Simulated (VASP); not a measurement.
Input of a VASP 6.6.1 run:

The input INCAR:

```
SYSTEM = Al2InAs3
ALGO = Normal ; EDIFF = 1E-6
ENCUT = 520 ; GGA = PE
ISIF = 2 ; ISMEAR = 0
LASPH = .True. ; LCHARG = .False.
LREAL = .False. ; LWAVE = .False.
NBANDS = 26 ; NELM = 100
PREC = Accurate ; SIGMA = 0.02
```

File KPOINTS:

```
k-points
0
Gamma
  6 6 4
  0 0 0
```

The input POSCAR:

```
Al2InAs3
1.0
    4.2909793902      0.0000000000      0.0000000000
   -2.1454896951      3.7160971590      0.0000000000
    0.0000000000      0.0000000000     10.5119157528
Al In As
2 1 3
Direct
    0.0000000000      0.0000000000      0.0057907376
    0.6666666667      0.3333333333      0.3266935738
    0.3333333333      0.6666666667      0.6666317914
    0.0000000000      0.0000000000      0.7641120622
    0.3333333333      0.6666666667      0.4036097225
    0.6666666667      0.3333333333      0.0831621123
```

Potentials or basis: VASP PAW PBE potentials, release 64 (Al, In_d, As).

Run with:

```console
$ cat potpaw_PBE.64/Al/POTCAR potpaw_PBE.64/In_d/POTCAR potpaw_PBE.64/As/POTCAR > POTCAR
$ mpirun -np 1 vasp_std > vasp.out
```

(1) Estimate the largest force.

(2) What does it give for the band gap on the k mesh?

Results:

(1) 0.005 eV/Å.

(2) 0.12 eV, direct.

Caveat: spin-orbit coupling is left out, which moves the levels of the heavy elements.
